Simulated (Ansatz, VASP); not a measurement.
Given: the input of a run of VASP 6.6.1 on TiB2.

The input INCAR:

```
SYSTEM = TiB2
PREC = Accurate ; ENCUT = 600
EDIFF = 1E-6 ; ISMEAR = -1
SIGMA = 0.05 ; LREAL = .False.
LASPH = .True. ; NELM = 100
ALGO = Normal ; ISIF = 3
LWAVE = .False. ; LCHARG = .False.
GGA = PE ; IVDW = 13
IBRION = 2 ; NSW = 60
EDIFFG = -0.01
```

Contents of KPOINTS:

```
regular mesh
0
Gamma
  10 10 8
  0 0 0
```

Contents of POSCAR:

```
TiB2
1.0
    3.0292000000      0.0000000000      0.0000000000
   -1.5146000000      2.6233641531      0.0000000000
    0.0000000000      0.0000000000      3.2284000000
Ti B
1 2
Direct
    0.0000000000      0.0000000000      0.0000000000
    0.6666666667      0.3333333333      0.5000000000
    0.3333333333      0.6666666667      0.5000000000
```

Potentials or basis: VASP PAW PBE potentials, release 64 (Ti_sv, B).

Run with:

```bash
$ cat potpaw_PBE.64/Ti_sv/POTCAR potpaw_PBE.64/B/POTCAR > POTCAR
$ mpirun -np 1 vasp_std > vasp.out
```

Set up the same calculation for Ansatz 0.2.0. Potentials there: Ansatz PAW.

As run (the cutoff follows the program's own potentials):

File input.yaml:

```yaml
crystal:
  lattice:
    - [3.0292, 0.0, 0.0]
    - [-1.5146, 2.6233641531, 0.0]
    - [0.0, 0.0, 3.2284]
  atoms:
    - { symbol: Ti, position: [0.0, 0.0, 0.0] }
    - { symbol: B, position: [0.6666666667, 0.3333333333, 0.5] }
    - { symbol: B, position: [0.3333333333, 0.6666666667, 0.5] }
hamiltonian:
  xc: pbe
  pseudopotentials: { kind: paw }
  dispersion: d4
kpoints:
  mp_grid: { grid: [10, 10, 8] }
scf:
  occupations: { method: fermi_dirac, width: 0.05 }
output:
  forces: true
  stress: true
relax:
  f_tol: 0.01
  max_steps: 40
  cell: { stress_tol: 0.05 }
```

Potentials or basis: Ansatz PAW.

The run is started by

```console
$ ansatz run input.yaml --threads 2 --pin off --max-ram 5632MiB --backend cpu --events-out ev --progress --plain --runs-dir out
```

Both were run:

|  | VASP | Ansatz | Ansatz less VASP |
| --- | --- | --- | --- |
| relaxed volume (Å³/atom) | 8.30 | 8.30 | -0.004 |
| relaxed cell length with the largest relative difference (Å) | 3.176 | 3.175 | -0.0005 |

Noted on Ansatz's run: the plane-wave basis is chosen anew once the cell has moved, so the energies of steps on either side of that aren't comparable.
